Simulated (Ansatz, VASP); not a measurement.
# TiO: VASP beside Ansatz

```
Ti O
1.0
     2.85161    0.00000    0.00000
    -1.42580    2.46956    0.00000
     0.00000    0.00000    5.56750
Ti O
2 2
Cartesian
  0.0000 1.6464 1.3919
  1.4258 0.8232 4.1756
  0.0000 0.0000 0.0000
  0.0000 0.0000 2.7838
```

Alike in both runs: task single point; functional r2SCAN; k mesh 18 × 18 × 8; occupations gaussian, width 0.2 eV; no spin polarisation.

```csv
,VASP,Ansatz
version,VASP 6.6.1,Ansatz 0.2.0
potentials or method,"VASP PAW PBE potentials, release 64 (Ti_sv, O), cutoff 520 eV","scalar-relativistic, plane waves, PAW"
valence electrons in the cell,36,36
```

```tsv
	VASP	Ansatz	Ansatz less VASP
gap on the k mesh at the Fermi level (eV)	none	none	-
pressure (GPa)	-3.6	-5.3	-1.70
traceless stress, the component that is largest in VASP (GPa)	0.90	0.64	-0.260
```

VASP's potentials were made for PBE, not for r2SCAN. A gap of «none» marks a metal or a gap that the smearing closes.
